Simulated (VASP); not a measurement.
# GaSb3 (I4mm) in VASP: further runs, part 3 of 3

VASP 6.6.1.

**4. Single point, PBE+D3(BJ) (atom 1 (Ga) moved +0.050 Å along Cartesian [1 0 0])**

Input file INCAR:

```
SYSTEM = GaSb3
PREC = Accurate ; ENCUT = 520
EDIFF = 1E-6 ; ISMEAR = 0
SIGMA = 0.15 ; LREAL = .FALSE.
LASPH = .TRUE. ; NELM = 80
ALGO = Normal ; ISIF = 2
LWAVE = .FALSE. ; LCHARG = .FALSE.
GGA = PE ; IVDW = 12
NBANDS = 22
```

Input file KPOINTS:

```
regular mesh
0
G
  12 12 12
  0 0 0
```

Input file POSCAR:

```
GaSb3
1.0
    0.0000000000      3.6478901005      3.6478901005
    3.6478901005      0.0000000000      3.6478901005
    3.6478901005      3.6478901005      0.0000000000
Ga Sb
1 3
Direct
   -0.0068532766      0.0068532766      0.0068532766
    0.2500000000      0.2500000000      0.2500000000
    0.7500000000      0.7500000000      0.7500000000
    0.5000000000      0.5000000000      0.5000000000
```

Potentials or basis: VASP PAW PBE potentials, release 64 (Ga_d, Sb).

Launch:

```console
$ cat potpaw_PBE.64/Ga_d/POTCAR potpaw_PBE.64/Sb/POTCAR > POTCAR
$ mpirun -np 1 vasp_std > vasp.out
```

OUTCAR:

```text
SYSTEM = GaSb3
   PREC = Accurate
   ENCUT = 520
   EDIFF = 1E-6
   ISMEAR = 0
   LREAL = .FALSE.
   LASPH = .TRUE.
   NELM = 80
   ISIF = 2
   GGA = PE
   IVDW = 12
 IVDW          = 12

 ion  position               nearest neighbor table
   1  0.993  0.007  0.007-   2 3.13   3 3.13   3 3.13   2 3.13   3 3.19   2 3.19   2 3.19   3 3.19

   2  0.250  0.250  0.250-   1 3.13   1 3.13   4 3.16   4 3.16   4 3.16   4 3.16   1 3.19   1 3.19
                             3 3.65   3 3.65   3 3.65   3 3.65   3 3.65   3 3.65
   3  0.750  0.750  0.750-   1 3.13   1 3.13   4 3.16   4 3.16   4 3.16   4 3.16   1 3.19   1 3.19
                             2 3.65   2 3.65   2 3.65   2 3.65   2 3.65   2 3.65
   4  0.500  0.500  0.500-   2 3.16   3 3.16   2 3.16   2 3.16   2 3.16   3 3.16   3 3.16   3 3.16

  LATTYP: Found a face centered cubic cell.
 ALAT       =     7.2957802010

  Lattice vectors:

 A1 = (   0.0000000000,   3.6478901005,   3.6478901005)
 A2 = (   3.6478901005,   0.0000000000,   3.6478901005)
 A3 = (   3.6478901005,   3.6478901005,   0.0000000000)

Analysis of symmetry for initial positions (statically):
=====================================================================
 Subroutine PRICEL returns:
 Original cell was already a primitive cell.

 Routine SETGRP: Setting up the symmetry group for a
 face centered cubic supercell.

 Subroutine GETGRP returns: Found  8 space group operations
 (whereof  8 operations were pure point group operations)
 out of a pool of 48 trial point group operations.

The static configuration has the point symmetry C_4v.

Analysis of symmetry for dynamics (positions and initial velocities):
=====================================================================
 Subroutine PRICEL returns:
 Original cell was already a primitive cell.

 Routine SETGRP: Setting up the symmetry group for a
 face centered cubic supercell.

 Subroutine GETGRP returns: Found  8 space group operations
 (whereof  8 operations were pure point group operations)
 out of a pool of 48 trial point group operations.

The dynamic configuration has the point symmetry C_4v.

 Subroutine INISYM returns: Found  8 space group operations
 (whereof  8 operations are pure point group operations),
 and found     1 'primitive' translations

----------------------------------------------------------------------------------------

                                     Primitive cell

  volume of cell :      97.0857

  direct lattice vectors                    reciprocal lattice vectors
     0.000000000  3.647890101  3.647890101    -0.137065533  0.137065533  0.137065533
     3.647890101  0.000000000  3.647890101     0.137065533 -0.137065533  0.137065533
     3.647890101  3.647890101  0.000000000     0.137065533  0.137065533 -0.137065533

  length of vectors
     5.158895654  5.158895654  5.158895654     0.237404467  0.237404467  0.237404467

  position of ions in fractional coordinates (direct lattice)
     0.993146723  0.006853277  0.006853277
     0.250000000  0.250000000  0.250000000
     0.750000000  0.750000000  0.750000000
     0.500000000  0.500000000  0.500000000

  ion indices of the primitive-cell ions
   primitive index   ion index
                 1           1
                 2           2
                 3           3
                 4           4

----------------------------------------------------------------------------------------
[... 29 lines left out ...]
  0.166667  0.000000  0.000000      8.000000
  0.250000  0.000000  0.000000      8.000000
  0.333333  0.000000  0.000000      8.000000
  0.416667  0.000000  0.000000      8.000000
[... 16 lines left out ...]
  0.000000 -0.333333  0.083333      8.000000
 -0.250000  0.083333  0.000000     16.000000
 [... further k-points ...]
   k-points           NKPTS =    163   k-points in BZ     NKDIM =    163   number of bands    NBANDS=     22
   number of dos      NEDOS =    301   number of ions     NIONS =      4
   total plane-waves  NPLWV =  64000
   dimension x,y,z NGX =    40 NGY =   40 NGZ =   40
   dimension x,y,z NGXF=    80 NGYF=   80 NGZF=   80
   ions per type =               1   3
   NGX,Y,Z   is equivalent  to a cutoff of  12.89, 12.89, 12.89 a.u.
   NGXF,Y,Z  is equivalent  to a cutoff of  25.78, 25.78, 25.78 a.u.
 SYSTEM =  GaSb3
   PREC   = accura    normal or accurate (medium, high low for compatibility)
   ISTART =      0    job   : 0-new  1-cont  2-samecut
   ICHARG =      2    charge: 1-file 2-atom 10-const
   ISPIN  =      1    spin polarized calculation?
   LNONCOLLINEAR =      F non collinear calculations
   LSORBIT =      F    spin-orbit coupling
   LASPH  =      T    aspherical Exc in radial PAW
   ENCUT  =  520.0 eV  38.22 Ry    6.18 a.u.   9.59  9.59  9.59*2*pi/ulx,y,z
   NELM   =     80;   NELMIN=  2; NELMDL= -5     # of ELM steps
   EDIFF  = 0.1E-05   stopping-criterion for ELM
   LREAL  =      F    real-space projection
   EDIFFG = 0.1E-04   stopping-criterion for IOM
   NSW    =      0    number of steps for IOM
   IBRION =     -1    ionic relax: 0-MD 1-quasi-New 2-CG
   NFREE  =      0    steps in history (QN), initial steepest desc. (CG)
   ISIF   =      2    stress and relaxation
   ISYM   =      2    0-nonsym 1-usesym 2-fastsym
   POTIM  = 0.5000    time-step for ionic-motion
   TEBEG  =    0.0;   TEEND  =   0.0 temperature during run
   PSTRESS=    0.0 pullay stress
   NELECT =      28.0000    total number of electrons
   NUPDOWN=      -1.0000    fix difference up-down
   EMIN   =  10.00;   EMAX   =-10.00  energy-range for DOS
   EFERMI =   0.00;   METHOD = LEGACY
   ISMEAR =     0;   SIGMA  =   0.15  broadening in eV -4-tet -1-fermi 0-gaus
   EFERMI_NEDOS =   21; number of points for ismear=-14 and -15
   IALGO  =     38    algorithm
   IMIX   =      4    mixing-type and parameters
     AMIX     =   0.40;   BMIX     =  1.00
     AMIX_MAG =   1.60;   BMIX_MAG =  1.00
  volume/ion in A,a.u.               =      24.27       163.79
  Fermi-wavevector in a.u.,A,eV,Ry     =   1.081623  2.043970 15.917558  1.169908
  Thomas-Fermi vector in A             =   2.217644
   LORBIT       =      0    0 simple, 1 ext, 2 COOP (PROOUT), +10 PAW based schemes
   GGA     = PE    functional components
   LHFCALC =     F    Hartree Fock is set to
   AEXX    =    0.0000 exact exchange contribution
   IVDW    =    12    specifies the selected vdW correction
   LEPSILON=     F    determine dielectric tensor
   LRPA    =     F    only Hartree local field effects (RPA)
 non-spin polarized calculation
 Gauss-broadening in eV      SIGMA  =   0.15
  energy-cutoff  :      520.00
  volume of cell :       97.09
 maximum number of plane-waves:      2685
   NGX = 19   NGY = 19   NGZ = 19

 number of electron      28.0000002 magnetization

 Free energy of the ion-electron system (eV)
  ---------------------------------------------------
  ext. energy  EPLUGINS =         0.00000000
  ---------------------------------------------------
  free energy    TOTEN  =       -14.48703107 eV

  energy without entropy =      -14.46258791  energy(sigma->0) =      -14.47480949

 E-fermi :   8.2563     XC(G=0): -10.4912

 val. band max:        8.2423992023   @ k =   0.0000   0.4167   0.2500
 cond. band min:       8.2775497535   @ k =   0.3333   0.1667  -0.4167
 fundamental gap:      0.0351505512
 Fermi energy:         8.2562600470

 k-point     1 :       0.0000    0.0000    0.0000
  band No.  band energies     occupation
      1      -6.5606      2.00000
      2      -6.5606      2.00000
      3      -6.5606      2.00000
      4      -6.5447      2.00000
      5      -6.5444      2.00000
      6      -4.6670      2.00000
[... 589 lines left out ...]
     21      13.6933      0.00000
     22      14.2132      0.00000

 [... further k-points ...]

------------------------ aborting loop because EDIFF is reached ----------------------------------------

 Edisp (eV)   -1.91743

 E8    (eV) :    -0.8850

  FORCE on cell =-STRESS in cart. coord.  units (eV):
  Direction    XX          YY          ZZ          XY          YZ          ZX
  --------------------------------------------------------------------------------------
  -------------------------------------------------------------------------------------
  Total       0.18323     0.19233     0.19233    -0.00000     0.00000     0.00000
  in kB       3.02372     3.17395     3.17395    -0.00000     0.00000     0.00000
  external pressure =        3.12 kB  Pullay stress =        0.00 kB

 VOLUME and BASIS-vectors are now :
 -----------------------------------------------------------------------------
  energy-cutoff  :      520.00
  volume of cell :       97.09
      direct lattice vectors                 reciprocal lattice vectors
     0.000000000  3.647890101  3.647890101    -0.137065533  0.137065533  0.137065533
     3.647890101  0.000000000  3.647890101     0.137065533 -0.137065533  0.137065533
     3.647890101  3.647890101  0.000000000     0.137065533  0.137065533 -0.137065533

 POSITION                                       TOTAL-FORCE (eV/Angst)
 -----------------------------------------------------------------------------------
      0.05000      3.64789      3.64789        -0.089361      0.000000      0.000000
      1.82395      1.82395      1.82395         0.016363     -0.000000     -0.000000
      5.47184      5.47184      5.47184         0.016363      0.000000      0.000000
      3.64789      3.64789      3.64789         0.056634      0.000000      0.000000
 -----------------------------------------------------------------------------------
    total drift:                                0.000250     -0.000001     -0.000001

  FREE ENERGIE OF THE ION-ELECTRON SYSTEM (eV)
  ---------------------------------------------------
  free  energy   TOTEN  =       -16.4044579637 eV

  energy  without entropy=      -16.3800148110  energy(sigma->0) =      -16.39223639
```

Wall time 7.2 min (1 thread of Intel Xeon 8259CL, shared host); peak memory 0.49 GiB.

Results:

- Free energy: -16.4045 eV
- Pressure: 0.3 GPa
- Largest force: 0.089 eV/Å
- Band gap on the k mesh: zero (bands 14 and 15 overlap by 4.13 eV)
- Dispersion energy per atom: -0.479 eV

Forces in eV/Å, atoms in the order of the input:
```
Ga  -0.089  0.000  0.000
Sb   0.016  0.000  0.000
Sb   0.016  0.000  0.000
Sb   0.057  0.000  0.000
```

Caveat: the cell differs from its parent crystal (atom 1 (Ga) moved +0.050 Å along Cartesian [1 0 0]); spin-orbit coupling is left out, which moves the levels of the heavy elements.

**5. Summary**

| cell | gap on the mesh (eV) | pressure (GPa) | largest force (eV/Å) |
| --- | --- | --- | --- |
| as given, atomic positions A | none | 0.3 | 0.06 |
| as given, atomic positions B | none | 0.3 | 0.15 |
| as given, atomic positions C | none | 0.3 | 0.09 |

Alike in all rows: task single point; level PBE+D3(BJ); potentials or basis VASP PAW PBE potentials, release 64 (Ga_d, Sb); no spin polarisation; k mesh 12 × 12 × 12; cutoff (eV) 520; smearing gaussian 0.15 eV.

Caveats: spin-orbit coupling is left out, which moves the levels of the heavy elements.

Total energies depend on the potentials used, so only differences within one code and one set of settings carry meaning.

The gap in the log of VASP goes by the Fermi energy; the results here count the filled bands.